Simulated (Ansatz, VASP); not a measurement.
## Sb: VASP beside Ansatz

Contents of INCAR:

```
SYSTEM = Sb
PREC = Accurate
ENCUT = 500
EDIFF = 1E-6
ISMEAR = -1
SIGMA = 0.05
LREAL = .FALSE.
LASPH = .TRUE.
NELM = 120
ALGO = Normal
ISIF = 2
LWAVE = .FALSE.
LCHARG = .FALSE.
GGA = PS
NBANDS = 12
GGA_COMPAT = .FALSE.
```

File KPOINTS:

```
regular mesh
0
G
  8 8 8
  0 0 0
```

File POSCAR:

```
Sb
1.0
    2.0680320000      1.1939788319      3.7580000000
   -2.0680320000      1.1939788319      3.7580000000
    0.0000000000     -2.3879576638      3.7580000000
Sb
2
Direct
    0.7665100000      0.7665100000      0.7665100000
    0.2334900000      0.2334900000      0.2334900000
```

Contents of input.yaml:

```yaml
crystal:
  lattice:
    - [2.068032, 1.1939788319, 3.758]
    - [-2.068032, 1.1939788319, 3.758]
    - [0.0, -2.3879576638, 3.758]
  atoms:
    - { symbol: Sb, position: [0.76651, 0.76651, 0.76651] }
    - { symbol: Sb, position: [0.23349, 0.23349, 0.23349] }
kpoints:
  mp_grid: { grid: [8, 8, 8] }
  band_path:
    path:
      - [0.0, 0.0, 0.0]
      - [0.5, 0.0, 0.0]
      - [0.5, 0.2339625416, -0.2339625416]
    npoints: 10
scf:
  occupations: { method: fermi_dirac, width: 0.05 }
hamiltonian:
  xc: pbesol
  pseudopotentials: { kind: all_electron, lapw: { basis_error: 0.001 } }
output:
  forces: true
  stress: true
  eigenvalues: true
```

Change from the starting cell: strain_xy = -0.04.

Alike in both runs: functional PBEsol; k mesh 8 × 8 × 8; occupations fermi-dirac, width 0.05 eV; no spin polarisation.

```csv
,VASP,Ansatz
version,VASP 6.6.1,Ansatz 0.2.0
potentials or method,"VASP PAW PBE potentials, release 64 (Sb), cutoff 500 eV","all-electron LAPW, scalar-relativistic"
task,single point,band structure
```

```csv
,VASP,Ansatz,Ansatz less VASP
gap on the k mesh at the Fermi level (eV),none,none,-
pressure (GPa),6.3,6.0,-0.33
"traceless stress, the component that is largest in VASP (GPa)",-1.66,-1.61,+0.056
rms of the force components (eV/Å),0.400,0.350,-0.0503
```

VASP's potentials were made for PBE, not for PBEsol. Atom by atom the forces differ by 0.050 eV/Å (rms over components). A gap of «none» marks a metal or a gap that the smearing closes. Ansatz ran all-electron here, and VASP with PAW potentials.

Spin-orbit coupling is off throughout.
